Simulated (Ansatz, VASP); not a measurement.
**Two plane-wave programs on GaP**

```
CELL_PARAMETERS angstrom
2.73888 2.73888 0.00000
-2.73888 2.73888 0.00000
0.00000 2.73888 2.71489
ATOMIC_POSITIONS crystal
Ga 0.00000 0.00000 0.00000
P 0.75000 0.25000 0.50000
```

Change from the starting cell: film at in-plane strain +0.005.

Alike in both runs: task single point; functional r2SCAN; k mesh 8 × 8 × 8; no spin polarisation.

|  | VASP | Ansatz |
| --- | --- | --- |
| version | VASP 6.6.1 | Ansatz 0.2.0 |
| potentials or method | VASP PAW PBE potentials, release 64 (Ga_d, P) | PAW with Ansatz's default frozen-core files, scalar-relativistic |
| plane-wave cutoff (eV) | 520 | 500 |
| occupations | gaussian, width 0.01 eV | fixed |
| valence electrons in the cell | 18 | 18 |

|  | VASP | Ansatz | Ansatz less VASP |
| --- | --- | --- | --- |
| gap on the k mesh at the Fermi level (eV) | 1.82 | 1.81 | -0.008 |
| pressure (GPa) | -0.6 | -0.5 | +0.09 |
| traceless stress, the component that is largest in VASP (GPa) | 0.46 | 0.47 | +0.012 |

VASP's potentials were made for PBE, not for r2SCAN.
